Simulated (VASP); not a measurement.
# BaO (Fm-3m) in VASP: notebook

Runs on BaO. Level: PBE. Tasks: single point.

Everything below comes from runs of VASP 6.6.1. Logs are shortened: lines on timing, memory, paths and dates and some standing lists are left out, and cuts for length are marked.

## 1. The cell of the first run

The structure is cubic, space group Fm-3m (No. 225). Conventional cell: a = 5.517 Å, b = 5.517 Å, c = 5.517 Å, α = 90.00°, β = 90.00°, γ = 90.00°. Within 3.6 Å of Ba (site symmetry m-3m) lie 6 O at 2.76 Å. O (site symmetry m-3m) has 6 Ba at 2.76 Å within 3.6 Å.

## 2. Single point, PBE (20.99 Å³/atom)

INCAR

```
SYSTEM = BaO
ALGO = Normal
EDIFF = 1E-6
ENCUT = 600
GGA = PE
GGA_COMPAT = .False.
ISIF = 2
ISMEAR = 0
LASPH = .True.
LCHARG = .False.
LREAL = .False.
LWAVE = .False.
NBANDS = 15
NELM = 120
PREC = Accurate
SIGMA = 0.01
```

KPOINTS

```
k-points
0
Gamma
  6 6 6
  0 0 0
```

POSCAR

```
BaO
1.0
    0.0000000000      2.7585668057      2.7585668057
    2.7585668057      0.0000000000      2.7585668057
    2.7585668057      2.7585668057      0.0000000000
Ba O
1 1
Direct
    0.0000000000      0.0000000000      0.0000000000
    0.5000000000      0.5000000000      0.5000000000
```

Potentials or basis: VASP PAW PBE potentials, release 64 (Ba_sv, O).

Command:

```
cat potpaw_PBE.64/Ba_sv/POTCAR potpaw_PBE.64/O/POTCAR > POTCAR
mpirun -np 1 vasp_std > vasp.out
```

OUTCAR:

```text
SYSTEM = BaO
   EDIFF = 1E-6
   ENCUT = 600
   GGA = PE
   ISIF = 2
   ISMEAR = 0
   LASPH = .True.
   LREAL = .False.
   NELM = 120
   PREC = Accurate

 ion  position               nearest neighbor table
   1  0.000  0.000  0.000-   2 2.76   2 2.76   2 2.76   2 2.76   2 2.76   2 2.76
   2  0.500  0.500  0.500-   1 2.76   1 2.76   1 2.76   1 2.76   1 2.76   1 2.76

  LATTYP: Found a face centered cubic cell.
 ALAT       =     5.5171336114

  Lattice vectors:

 A1 = (   0.0000000000,   2.7585668057,   2.7585668057)
 A2 = (   2.7585668057,   0.0000000000,   2.7585668057)
 A3 = (   2.7585668057,   2.7585668057,   0.0000000000)

Analysis of symmetry for initial positions (statically):
=====================================================================
 Subroutine PRICEL returns:
 Original cell was already a primitive cell.

 Routine SETGRP: Setting up the symmetry group for a
 face centered cubic supercell.

 Subroutine GETGRP returns: Found 48 space group operations
 (whereof 48 operations were pure point group operations)
 out of a pool of 48 trial point group operations.

The static configuration has the point symmetry O_h .

Analysis of symmetry for dynamics (positions and initial velocities):
=====================================================================
 Subroutine PRICEL returns:
 Original cell was already a primitive cell.

 Routine SETGRP: Setting up the symmetry group for a
 face centered cubic supercell.

 Subroutine GETGRP returns: Found 48 space group operations
 (whereof 48 operations were pure point group operations)
 out of a pool of 48 trial point group operations.

The dynamic configuration has the point symmetry O_h .

 Subroutine INISYM returns: Found 48 space group operations
 (whereof 48 operations are pure point group operations),
 and found     1 'primitive' translations

----------------------------------------------------------------------------------------

                                     Primitive cell

  volume of cell :      41.9837

  direct lattice vectors                    reciprocal lattice vectors
     0.000000000  2.758566806  2.758566806    -0.181253540  0.181253540  0.181253540
     2.758566806  0.000000000  2.758566806     0.181253540 -0.181253540  0.181253540
     2.758566806  2.758566806  0.000000000     0.181253540  0.181253540 -0.181253540

  length of vectors
     3.901202589  3.901202589  3.901202589     0.313940341  0.313940341  0.313940341

  position of ions in fractional coordinates (direct lattice)
[... 80 lines left out ...]
   PSTRESS=    0.0 pullay stress
   NELECT =      16.0000    total number of electrons
   NUPDOWN=      -1.0000    fix difference up-down
   EMIN   =  10.00;   EMAX   =-10.00  energy-range for DOS
   EFERMI =   0.00;   METHOD = LEGACY
   ISMEAR =     0;   SIGMA  =   0.01  broadening in eV -4-tet -1-fermi 0-gaus
   EFERMI_NEDOS =   21; number of points for ismear=-14 and -15
   IALGO  =     38    algorithm
   IMIX   =      4    mixing-type and parameters
     AMIX     =   0.40;   BMIX     =  1.00
     AMIX_MAG =   1.60;   BMIX_MAG =  1.00
  volume/ion in A,a.u.               =      20.99       141.66
  Fermi-wavevector in a.u.,A,eV,Ry     =   1.186920  2.242953 19.167592  1.408778
  Thomas-Fermi vector in A             =   2.323082
   LORBIT       =      0    0 simple, 1 ext, 2 COOP (PROOUT), +10 PAW based schemes
   GGA     = PE    functional components
   LHFCALC =     F    Hartree Fock is set to
   AEXX    =    0.0000 exact exchange contribution
   IVDW    =     0    specifies the selected vdW correction
   LEPSILON=     F    determine dielectric tensor
   LRPA    =     F    only Hartree local field effects (RPA)
 non-spin polarized calculation
 Gauss-broadening in eV      SIGMA  =   0.01
  energy-cutoff  :      600.00
  volume of cell :       41.98
 maximum number of plane-waves:      1420
   NGX = 15   NGY = 15   NGZ = 15

 number of electron      15.9999998 magnetization

 Free energy of the ion-electron system (eV)
  ---------------------------------------------------
  ext. energy  EPLUGINS =         0.00000000
  ---------------------------------------------------
  free energy    TOTEN  =       -11.78316857 eV

  energy without entropy =      -11.78316857  energy(sigma->0) =      -11.78316857

 E-fermi :   2.0085     XC(G=0):  -9.6745

 val. band max:        1.9611483870   @ k =   0.5000   0.5000   0.0000
 cond. band min:       3.8947313136   @ k =   0.5000   0.5000   0.0000
 fundamental gap:      1.9335829266
 Fermi energy:         2.0084543551

 k-point     1 :       0.0000    0.0000    0.0000
  band No.  band energies     occupation
      1     -23.9545      2.00000
      2     -13.0931      2.00000
      3      -8.4429      2.00000
      4      -8.4429      2.00000
      5      -8.4429      2.00000
      6       1.5869      2.00000
      7       1.5869      2.00000
      8       1.5869      2.00000
      9       5.5559      0.00000
     10       6.6352      0.00000
     11       6.6352      0.00000
     12       6.6352      0.00000
     13       8.9313      0.00000
     14       8.9313      0.00000
[... 257 lines left out ...]
      2     -13.4345      2.00000
      3      -9.7607      2.00000
      4      -9.3007      2.00000
      5      -8.6480      2.00000
      6       0.8627      2.00000
      7       1.7080      2.00000
      8       1.8382      2.00000
      9       5.2111      0.00000
     10       8.1733      0.00000
     11       8.6743      0.00000
     12      11.5484      0.00000
     13      11.7739      0.00000
     14      14.1435      0.00000
     15      14.3985      0.00000

------------------------ aborting loop because EDIFF is reached ----------------------------------------

  FORCE on cell =-STRESS in cart. coord.  units (eV):
  Direction    XX          YY          ZZ          XY          YZ          ZX
  --------------------------------------------------------------------------------------
  -------------------------------------------------------------------------------------
  Total        1.0441422      1.0441422      1.0441422      0.0000000      0.0000000      0.0000000
  in kB       39.8464594     39.8464594     39.8464594      0.0000000      0.0000000      0.0000000
  external PRESSURE =      39.8464594 kB  Pullay stress =       0.0000000 kB

 VOLUME and BASIS-vectors are now :
 -----------------------------------------------------------------------------
  energy-cutoff  :      600.00
  volume of cell :       41.98
      direct lattice vectors                 reciprocal lattice vectors
     0.000000000  2.758566806  2.758566806    -0.181253540  0.181253540  0.181253540
     2.758566806  0.000000000  2.758566806     0.181253540 -0.181253540  0.181253540
     2.758566806  2.758566806  0.000000000     0.181253540  0.181253540 -0.181253540

 POSITION                                       TOTAL-FORCE (eV/Angst)
 -----------------------------------------------------------------------------------
      0.00000      0.00000      0.00000        -0.000000     -0.000000     -0.000000
      2.75857      2.75857      2.75857         0.000000      0.000000      0.000000
 -----------------------------------------------------------------------------------
    total drift:                                0.000000     -0.000000      0.000000

  FREE ENERGIE OF THE ION-ELECTRON SYSTEM (eV)
  ---------------------------------------------------
  free  energy   TOTEN  =       -11.7831685676 eV

  energy  without entropy=      -11.7831685676  energy(sigma->0) =      -11.78316857
```

It took 7.2 s on 1 thread of AMD EPYC 9R45 (Zen 5), shared host; peak memory 0.15 GiB.

What came out:

```
Free energy            : -11.7832 eV
Pressure               : 4.0 GPa
Band gap on the k mesh : 1.93 eV
```

Caveat: the cell stands under pressure; spin-orbit coupling is left out, which moves the levels of the heavy elements. A k mesh can miss the band edges.

## 3. Single point, PBE (22.29 Å³/atom)

This run uses another cell than the first one, of 22.29 Å³/atom.

INCAR

```
SYSTEM = BaO
PREC = Accurate
ENCUT = 600
EDIFF = 1E-6
ISMEAR = 0
SIGMA = 0.01
LREAL = .FALSE.
LASPH = .TRUE.
NELM = 120
ALGO = Normal
ISIF = 2
LWAVE = .FALSE.
LCHARG = .FALSE.
GGA = PE
NBANDS = 15
GGA_COMPAT = .FALSE.
```

KPOINTS

```
Automatic mesh
0
G
  6 6 6
  0 0 0
```

POSCAR

```
BaO
1.0
    0.0000000000      2.8143104466      2.8143104466
    2.8143104466      0.0000000000      2.8143104466
    2.8143104466      2.8143104466      0.0000000000
Ba O
1 1
Direct
    0.0000000000      0.0000000000      0.0000000000
    0.5000000000      0.5000000000      0.5000000000
```

Potentials or basis: VASP PAW PBE potentials, release 64 (Ba_sv, O).

Command:

```
cat potpaw_PBE.64/Ba_sv/POTCAR potpaw_PBE.64/O/POTCAR > POTCAR
mpirun -np 1 vasp_std > vasp.out
```

OUTCAR:

```text
SYSTEM = BaO
   PREC = Accurate
   ENCUT = 600
   EDIFF = 1E-6
   ISMEAR = 0
   LREAL = .FALSE.
   LASPH = .TRUE.
   NELM = 120
   ISIF = 2
   GGA = PE

 ion  position               nearest neighbor table
   1  0.000  0.000  0.000-   2 2.81   2 2.81   2 2.81   2 2.81   2 2.81   2 2.81
   2  0.500  0.500  0.500-   1 2.81   1 2.81   1 2.81   1 2.81   1 2.81   1 2.81

  LATTYP: Found a face centered cubic cell.
 ALAT       =     5.6286208932

  Lattice vectors:

 A1 = (   0.0000000000,   2.8143104466,   2.8143104466)
 A2 = (   2.8143104466,   0.0000000000,   2.8143104466)
 A3 = (   2.8143104466,   2.8143104466,   0.0000000000)

Analysis of symmetry for initial positions (statically):
=====================================================================
 Subroutine PRICEL returns:
 Original cell was already a primitive cell.

 Routine SETGRP: Setting up the symmetry group for a
 face centered cubic supercell.

 Subroutine GETGRP returns: Found 48 space group operations
 (whereof 48 operations were pure point group operations)
 out of a pool of 48 trial point group operations.

The static configuration has the point symmetry O_h .

Analysis of symmetry for dynamics (positions and initial velocities):
=====================================================================
 Subroutine PRICEL returns:
 Original cell was already a primitive cell.

 Routine SETGRP: Setting up the symmetry group for a
 face centered cubic supercell.

 Subroutine GETGRP returns: Found 48 space group operations
 (whereof 48 operations were pure point group operations)
 out of a pool of 48 trial point group operations.

The dynamic configuration has the point symmetry O_h .

 Subroutine INISYM returns: Found 48 space group operations
 (whereof 48 operations are pure point group operations),
 and found     1 'primitive' translations

----------------------------------------------------------------------------------------

                                     Primitive cell

  volume of cell :      44.5806

  direct lattice vectors                    reciprocal lattice vectors
[... 108 lines left out ...]
   LRPA    =     F    only Hartree local field effects (RPA)
 non-spin polarized calculation
 Gauss-broadening in eV      SIGMA  =   0.01
  energy-cutoff  :      600.00
  volume of cell :       44.58
 maximum number of plane-waves:      1524
   NGX = 15   NGY = 15   NGZ = 15

 number of electron      16.0000005 magnetization

 Free energy of the ion-electron system (eV)
  ---------------------------------------------------
  ext. energy  EPLUGINS =         0.00000000
  ---------------------------------------------------
  free energy    TOTEN  =       -11.81116071 eV

  energy without entropy =      -11.81116071  energy(sigma->0) =      -11.81116071

 E-fermi :   1.7035     XC(G=0):  -9.3994

 val. band max:        1.5506080156   @ k =   0.5000   0.5000   0.0000
 cond. band min:       3.6775370060   @ k =   0.5000   0.5000   0.0000
 fundamental gap:      2.1269289904
 Fermi energy:         1.7035267415

 k-point     1 :       0.0000    0.0000    0.0000
  band No.  band energies     occupation
      1     -24.3701      2.00000
      2     -13.3253      2.00000
      3      -8.9696      2.00000
      4      -8.9696      2.00000
      5      -8.9696      2.00000
      6       1.3285      2.00000
      7       1.3285      2.00000
      8       1.3285      2.00000
      9       4.8970      0.00000
     10       6.2546      0.00000
     11       6.2546      0.00000
     12       6.2546      0.00000
     13       8.4017      0.00000
     14       8.4017      0.00000
[... 257 lines left out ...]
      2     -13.5818      2.00000
      3     -10.0718      2.00000
      4      -9.6836      2.00000
      5      -9.1491      2.00000
      6       0.6495      2.00000
      7       1.3672      2.00000
      8       1.4505      2.00000
      9       4.9008      0.00000
     10       7.6485      0.00000
     11       8.0090      0.00000
     12      10.7897      0.00000
     13      11.0020      0.00000
     14      13.2003      0.00000
     15      13.4860      0.00000

------------------------ aborting loop because EDIFF is reached ----------------------------------------

  FORCE on cell =-STRESS in cart. coord.  units (eV):
  Direction    XX          YY          ZZ          XY          YZ          ZX
  --------------------------------------------------------------------------------------
  -------------------------------------------------------------------------------------
  Total       -0.1554842     -0.1554842     -0.1554842      0.0000000     -0.0000000      0.0000000
  in kB       -5.5879277     -5.5879277     -5.5879277      0.0000000     -0.0000000      0.0000000
  external PRESSURE =      -5.5879277 kB  Pullay stress =       0.0000000 kB

 VOLUME and BASIS-vectors are now :
 -----------------------------------------------------------------------------
  energy-cutoff  :      600.00
  volume of cell :       44.58
      direct lattice vectors                 reciprocal lattice vectors
     0.000000000  2.814310447  2.814310447    -0.177663413  0.177663413  0.177663413
     2.814310447  0.000000000  2.814310447     0.177663413 -0.177663413  0.177663413
     2.814310447  2.814310447  0.000000000     0.177663413  0.177663413 -0.177663413

 POSITION                                       TOTAL-FORCE (eV/Angst)
 -----------------------------------------------------------------------------------
      0.00000      0.00000      0.00000         0.000000      0.000000     -0.000000
      2.81431      2.81431      2.81431        -0.000000     -0.000000      0.000000
 -----------------------------------------------------------------------------------
    total drift:                                0.000000     -0.000000      0.000000

  FREE ENERGIE OF THE ION-ELECTRON SYSTEM (eV)
  ---------------------------------------------------
  free  energy   TOTEN  =       -11.8111607108 eV

  energy  without entropy=      -11.8111607108  energy(sigma->0) =      -11.81116071
```

OSZICAR:

```text
N       E                     dE             d eps       ncg     rms          rms(c)
DAV:   1     0.868157186182E+02    0.86816E+02   -0.84302E+03   480   0.110E+03
DAV:   2    -0.987935730122E+01   -0.96695E+02   -0.87535E+02   724   0.212E+02
DAV:   3    -0.143547620298E+02   -0.44754E+01   -0.44411E+01   582   0.446E+01
DAV:   4    -0.144156247418E+02   -0.60863E-01   -0.60844E-01   593   0.524E+00
DAV:   5    -0.144170478159E+02   -0.14231E-02   -0.14231E-02   558   0.696E-01    0.939E+00
DAV:   6    -0.120934496546E+02    0.23236E+01   -0.89998E+00   494   0.213E+01    0.623E+00
DAV:   7    -0.118361167178E+02    0.25733E+00   -0.71195E-01   523   0.645E+00    0.208E+00
DAV:   8    -0.118117979663E+02    0.24319E-01   -0.11537E-01   578   0.340E+00    0.566E-01
DAV:   9    -0.118097678107E+02    0.20302E-02   -0.11295E-02   578   0.997E-01    0.171E-01
DAV:  10    -0.118111745825E+02   -0.14068E-02   -0.31027E-03   494   0.445E-01    0.497E-02
DAV:  11    -0.118111535420E+02    0.21040E-04   -0.17145E-04   599   0.105E-01    0.294E-02
DAV:  12    -0.118111615914E+02   -0.80494E-05   -0.24553E-05   515   0.440E-02    0.567E-03
DAV:  13    -0.118111607108E+02    0.88064E-06   -0.22990E-06   605   0.133E-02
   1 F= -.11811161E+02 E0= -.11811161E+02  d E =-.217810-105
```

stdout:

```text
POSCAR found type information on POSCAR BaO
 POSCAR found :  2 types and       2 ions
 scaLAPACK will be used
 LDA part: xc-table for (Slater+PW92), standard interpolation
 POSCAR, INCAR and KPOINTS ok, starting setup
 FFT: planning ... GRIDC
 FFT: planning ... GRID_SOFT
 FFT: planning ... GRID
 WAVECAR not read
 entering main loop
```

Wall time 7 s (1 thread of AMD EPYC 9R45 (Zen 5), shared host); peak memory 0.15 GiB.

What came out:

| Item | Value |
| --- | --- |
| Free energy | -11.8112 eV |
| Pressure | -0.6 GPa |
| Band gap on the k mesh | 2.13 eV |

Caveat: spin-orbit coupling is left out, which moves the levels of the heavy elements. A k mesh can miss the band edges.
